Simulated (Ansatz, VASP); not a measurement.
# One calculation of AlCu3, two programs

```xyz
4
Lattice="0.0000 2.7942 2.7942 2.7942 0.0000 2.7942 2.7942 2.7942 0.0000" Properties=species:S:1:pos:R:3 pbc="T T T"
Al    0.0000    0.0000    0.0000
Cu    2.7942    2.7942    2.7942
Cu    1.3971    1.3971    1.3971
Cu    4.1913    4.1913    4.1913
```

Alike in both runs: task single point; functional PBEsol; k mesh 12 × 12 × 12; occupations gaussian, width 0.1 eV; no spin polarisation.

```csv
,VASP,Ansatz
version,VASP 6.6.1,Ansatz 0.2.0
potentials or method,"VASP PAW PBE potentials, release 64 (Al, Cu), cutoff 520 eV","scalar-relativistic, plane waves, PAW"
valence electrons in the cell,36,60
```

```csv
,VASP,Ansatz,Ansatz less VASP
gap on the k mesh at the Fermi level (eV),none,none,-
pressure (GPa),18.5,17.9,-0.62
```

VASP's potentials were made for PBE, not for PBEsol. A gap of «none» marks a metal or a gap that the smearing closes. VASP's potentials hold 36 valence electrons a cell and Ansatz's 60, so a difference there can come from the potentials and not from the codes.
